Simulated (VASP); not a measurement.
# AlN (F-43m) in VASP: notebook, part 2 of 2

VASP 6.6.1. Earlier steps stand in the parts before.

## (3) Single point, HSE06

Contents of POSCAR:

```
AlN
1.0
    0.0000000000      2.1848764127      2.1848764127
    2.1848764127      0.0000000000      2.1848764127
    2.1848764127      2.1848764127      0.0000000000
Al N
1 1
Direct
    0.0000000000      0.0000000000      0.0000000000
    0.2500000000      0.2500000000      0.2500000000
```

Contents of INCAR.step1:

```
ALGO     = Normal         # electronic algorithm
EDIFF    = 1E-5           # SCF threshold, eV
ENCUT    = 520            # plane-wave cutoff, eV
GGA      = PE             # functional
ISIF     = 2              # what is computed and relaxed
ISMEAR   = 0              # smearing method
LASPH    = True           # aspherical terms in the spheres
LCHARG   = False          # write CHGCAR
LREAL    = False          # projectors in reciprocal space
LWAVE    = True           # write WAVECAR
NBANDS   = 11             # bands
NELM     = 60             # most SCF steps
PREC     = Accurate       # precision mode
SIGMA    = 0.01           # smearing width, eV
```

Contents of INCAR.step2:

```
ALGO     = Normal         # electronic algorithm
EDIFF    = 1E-7           # SCF threshold, eV
ENCUT    = 520            # plane-wave cutoff, eV
GGA      = PE             # functional
HFSCREEN = 0.2079         # screening, 1/A
ISIF     = 2              # what is computed and relaxed
ISMEAR   = 0              # smearing method
ISTART   = 1            
LASPH    = True           # aspherical terms in the spheres
LCHARG   = False          # write CHGCAR
LHFCALC  = True           # exact exchange
LREAL    = False          # projectors in reciprocal space
LWAVE    = False          # write WAVECAR
NBANDS   = 11             # bands
NELM     = 60             # most SCF steps
PREC     = Accurate       # precision mode
PRECFOCK = Normal       
SIGMA    = 0.01           # smearing width, eV
```

Contents of KPOINTS:

```
k-points
0
Gamma
  6 6 6
```

Potentials or basis: VASP PAW PBE potentials, release 64 (Al, N).

Launch:

```console
cat potpaw_PBE.64/Al/POTCAR potpaw_PBE.64/N/POTCAR > POTCAR
cp INCAR.step1 INCAR
mpirun -np 1 vasp_std > vasp.out
cp INCAR.step2 INCAR
mpirun -np 1 vasp_std > vasp.out
```

OUTCAR:

```text
EDIFF = 1E-7
   ENCUT = 520
   GGA = PE
   HFSCREEN = 0.2079
   ISIF = 2
   ISMEAR = 0
   ISTART = 1
   LASPH = True
   LHFCALC = True
   LREAL = False
   NELM = 60
   PREC = Accurate
   PRECFOCK = Normal

 ion  position               nearest neighbor table
   1  0.000  0.000  0.000-   2 1.89   2 1.89   2 1.89   2 1.89
   2  0.250  0.250  0.250-   1 1.89   1 1.89   1 1.89   1 1.89

  LATTYP: Found a face centered cubic cell.
 ALAT       =     4.3697528254

  Lattice vectors:

 A1 = (   0.0000000000,   2.1848764127,   2.1848764127)
 A2 = (   2.1848764127,   0.0000000000,   2.1848764127)
 A3 = (   2.1848764127,   2.1848764127,   0.0000000000)

Analysis of symmetry for initial positions (statically):
=====================================================================
 Subroutine PRICEL returns:
 Original cell was already a primitive cell.

 Routine SETGRP: Setting up the symmetry group for a
 face centered cubic supercell.

 Subroutine GETGRP returns: Found 24 space group operations
 (whereof 24 operations were pure point group operations)
 out of a pool of 48 trial point group operations.

The static configuration has the point symmetry T_d .

Analysis of symmetry for dynamics (positions and initial velocities):
=====================================================================
 Subroutine PRICEL returns:
 Original cell was already a primitive cell.

 Routine SETGRP: Setting up the symmetry group for a
 face centered cubic supercell.

 Subroutine GETGRP returns: Found 24 space group operations
 (whereof 24 operations were pure point group operations)
 out of a pool of 48 trial point group operations.

The dynamic configuration has the point symmetry T_d .

 Subroutine INISYM returns: Found 24 space group operations
 (whereof 24 operations are pure point group operations),
 and found     1 'primitive' translations

[... 119 lines left out ...]
   HFSCREENC=   0.2079 screening length for correlation (either q_TF or 0.3 A-1)
   ENCUTFOCK=  -1.0 apply spherical cutoff to Coloumb kernel
   IVDW    =     0    specifies the selected vdW correction
   LEPSILON=     F    determine dielectric tensor
   LRPA    =     F    only Hartree local field effects (RPA)
 non-spin polarized calculation
 Gauss-broadening in eV      SIGMA  =   0.01
  energy-cutoff  :      520.00
  volume of cell :       20.86
 maximum number of plane-waves:       588
  NGX = 18; NGY = 18; NGZ = 18

 number of electron       8.0000000 magnetization

 Free energy of the ion-electron system (eV)
  ---------------------------------------------------
  ext. energy  EPLUGINS =         0.00000000
  ---------------------------------------------------
  free energy    TOTEN  =       -17.39484871 eV

  energy without entropy =      -17.39484871  energy(sigma->0) =      -17.39484871

 E-fermi :   5.1876     XC(G=0):  -9.0094

 val. band max:        5.0351627634   @ k =   0.0000   0.0000   0.0000
 cond. band min:       9.5874302633   @ k =   0.5000   0.5000   0.0000
 fundamental gap:      4.5522674999
 Fermi energy:         5.1875699002

 k-point     1 :       0.0000    0.0000    0.0000
  band No.  band energies     occupation
      1     -11.4341      2.00000
      2       5.0352      2.00000
      3       5.0352      2.00000
      4       5.0352      2.00000
      5      10.5748      0.00000
      6      19.2617      0.00000
      7      19.2617      0.00000
      8      19.2617      0.00000
      9      24.6198      0.00000
     10      24.6198      0.00000
     11      26.0109      0.00000
[... 197 lines left out ...]
 k-point    16 :      -0.3333    0.5000    0.1667
  band No.  band energies     occupation
      1      -8.5312      2.00000
      2       0.3462      2.00000
      3       2.0105      2.00000
      4       2.3614      2.00000
      5      11.6191      0.00000
      6      16.9446      0.00000
      7      19.8255      0.00000
      8      20.0558      0.00000
      9      23.6761      0.00000
     10      27.2773      0.00000
     11      31.8986      0.00000

------------------------ aborting loop because EDIFF is reached ----------------------------------------

  FORCE on cell =-STRESS in cart. coord.  units (eV):
  Direction    XX          YY          ZZ          XY          YZ          ZX
  --------------------------------------------------------------------------------------
  -------------------------------------------------------------------------------------
  Total       -0.1043091     -0.1043091     -0.1043091     -0.0000000      0.0000000      0.0000000
  in kB       -8.0116529     -8.0116529     -8.0116529     -0.0000000      0.0000000      0.0000000
  external PRESSURE =      -8.0116529 kB  Pullay stress =       0.0000000 kB

 VOLUME and BASIS-vectors are now :
 -----------------------------------------------------------------------------
  energy-cutoff  :      520.00
  volume of cell :       20.86
      direct lattice vectors                 reciprocal lattice vectors
     0.000000000  2.184876413  2.184876413    -0.228845896  0.228845896  0.228845896
     2.184876413  0.000000000  2.184876413     0.228845896 -0.228845896  0.228845896
     2.184876413  2.184876413  0.000000000     0.228845896  0.228845896 -0.228845896

 POSITION                                       TOTAL-FORCE (eV/Angst)
 -----------------------------------------------------------------------------------
      0.00000      0.00000      0.00000        -0.000000     -0.000000     -0.000000
      1.09244      1.09244      1.09244         0.000000      0.000000      0.000000
 -----------------------------------------------------------------------------------
    total drift:                                0.000000     -0.000000     -0.000000

  FREE ENERGIE OF THE ION-ELECTRON SYSTEM (eV)
  ---------------------------------------------------
  free  energy   TOTEN  =       -17.3948487134 eV

  energy  without entropy=      -17.3948487134  energy(sigma->0) =      -17.39484871
```

It took 7.2 min on 1 thread of AMD EPYC 7R43 (Zen 3), shared host; peak memory 0.2 GiB.

Results:

```
Free energy            : -17.3948 eV
Pressure               : -0.8 GPa
Band gap on the k mesh : 4.55 eV, indirect (least direct gap 5.54 eV)
```

Levels at points of the mesh, in eV from the valence-band top:
```csv
k point,band 2,band 3,band 4,band 5,band 6,band 7
"(0.00, 0.00, 0.00)",0.00,0.00,0.00,5.54,14.23,14.23
"(0.50, 0.00, 0.00)",-6.34,-0.53,-0.53,8.86,11.63,12.74
"(0.50, 0.50, 0.00)",-5.33,-1.95,-1.95,4.55,10.07,16.08
```

Caveat: the PAW data sets were made with another functional, which shifts forces and pressure a little. A k mesh can miss the band edges.
